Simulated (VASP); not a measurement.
# Co: relaxation of the atoms with PBE

Sheet: Co, a sheet with vacuum.

```
Co
1.0
     2.34715    0.00000    0.00000
    -1.17358    2.03269    0.00000
     0.00000    0.00000   23.80000
Co
1
Direct
  0.00000 0.00000 0.29412
```

```
Program                : VASP 6.6.1
Task                   : relaxation of the atoms
Functional             : PBE
Potentials or basis    : VASP PAW PBE potentials, release 64 (Co)
Cutoff                 : 520 eV
k mesh                 : 13 × 13 × 1
Occupations            : fermi-dirac, width 0.05 eV
Spin                   : collinear spin, ferromagnetic start
Starting moments       : [2.0] μB
Dipole correction      : no
Further INCAR settings : ALGO = Normal; EDIFF = 1e-06; IBRION = 2; EDIFFG = -0.02; NSW = 80
```

```
Net moment                                            : 1.72 μB per cell
Site moments                                          : Co +1.77 μB
Valence electrons inside the program's atomic spheres : Co 8.14
```

Final structure:
```yaml
crystal:
  lattice:
    - [2.34715, 0.00000, 0.00000]
    - [-1.17358, 2.03269, 0.00000]
    - [0.00000, 0.00000, 23.80000]
  atoms:
    - { symbol: Co, position: [0.00000, 0.00000, 0.29412] }
```

Levels at points of the mesh, in eV from the Fermi level:
Spin up:
```tsv
k point	band 1	band 2	band 3	band 4	band 5	band 6	band 7	band 8	band 9
(0.00, 0.00, 0.00)	-6.38	-2.87	-2.45	-2.45	-1.18	-1.18	0.29	4.78	5.24
```
Spin down:
| k point | band 1 | band 2 | band 3 | band 4 | band 5 | band 6 | band 7 | band 8 | band 9 |
| --- | --- | --- | --- | --- | --- | --- | --- | --- | --- |
| (0.00, 0.00, 0.00) | -6.14 | -1.43 | -0.85 | -0.85 | 0.23 | 0.95 | 0.95 | 4.69 | 5.11 |

It took 57 s on 1 thread of Intel(R) Xeon(R) 6975P-C (Granite Rapids), with other jobs on the host, peak memory 0.27 GiB.

Caveat: the relaxation stopped at its first step, so nothing moved.
